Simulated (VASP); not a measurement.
**Cu: relaxation of cell and atoms with PBE**

The system is Cu.

```
CELL_PARAMETERS angstrom
0.00000 1.91033 1.91033
1.91033 0.00000 1.91033
1.91033 1.91033 0.00000
ATOMIC_POSITIONS crystal
Cu 0.87500 0.87500 0.87500
Cu 0.12500 0.12500 0.12500
```

```
Program                : VASP 6.6.1
Task                   : relaxation of cell and atoms
Functional             : PBE
Potentials or basis    : VASP PAW PBE potentials, release 64 (Cu)
Cutoff                 : 600 eV
k mesh                 : 17 × 17 × 17
Occupations            : fermi-dirac, width 0.08 eV
Spin                   : no spin polarisation
Target pressure        : 600 GPa
Dipole correction      : no
Further INCAR settings : ALGO = Normal; EDIFF = 1e-07; IBRION = 2; EDIFFG = -0.005; NSW = 32; ISIF = 3
```

```yaml
Relaxed_volume: 6.92 Å³/atom
Relaxed_cell: a = 2.695 Å, b = 2.695 Å, c = 2.695 Å, α = 60.00°, β = 60.00°, γ = 60.00°
Space_group_after_relaxing_to_0.05_Å: Fd-3m (No. 227)
Energy_change_on_relaxing_the_enthalpy_is_what_falls: +196.9 meV/atom
Ionic_steps: 4
Pressure_after_relaxing: 600.0 GPa
Band_gap_on_the_k_mesh: zero (band 11 reaches 18.90 eV, above the bottom of band 12 at 18.27 eV)
```

Step by step:
| step | energy change (eV) | largest force (eV/Å) | pressure (GPa) | volume (Å³) |
| --- | --- | --- | --- | --- |
| 1 | 0.0000 | 0.0000 | 587.76 | 13.94 |
| 2 | 4.2561 | 0.0000 | 718.96 | 12.90 |
| 3 | 0.3787 | 0.0000 | 599.53 | 13.84 |
| 4 | 0.3939 | 0.0000 | 599.98 | 13.84 |

Final structure:
```
Cu
1.0
     0.00000    1.90546    1.90546
     1.90546    0.00000    1.90546
     1.90546    1.90546    0.00000
Cu
2
Direct
  0.87500 0.87500 0.87500
  0.12500 0.12500 0.12500
```

Levels at points of the mesh, in eV from the Fermi level:
| k point | band 7 | band 8 | band 9 | band 10 | band 11 | band 12 | band 13 | band 14 | band 15 |
| --- | --- | --- | --- | --- | --- | --- | --- | --- | --- |
| (0.00, 0.00, 0.00) | -6.05 | -6.05 | -6.05 | -2.78 | -2.78 | 18.07 | 18.07 | 18.07 | 18.81 |

Wall time 90 s on 1 thread of AMD EPYC 9R45 96-Core Processor (Zen 5), with other jobs on the host, peak memory 0.14 GiB.

Caveat: the cell is relaxed towards a set pressure, so the enthalpy falls and the energy may rise.
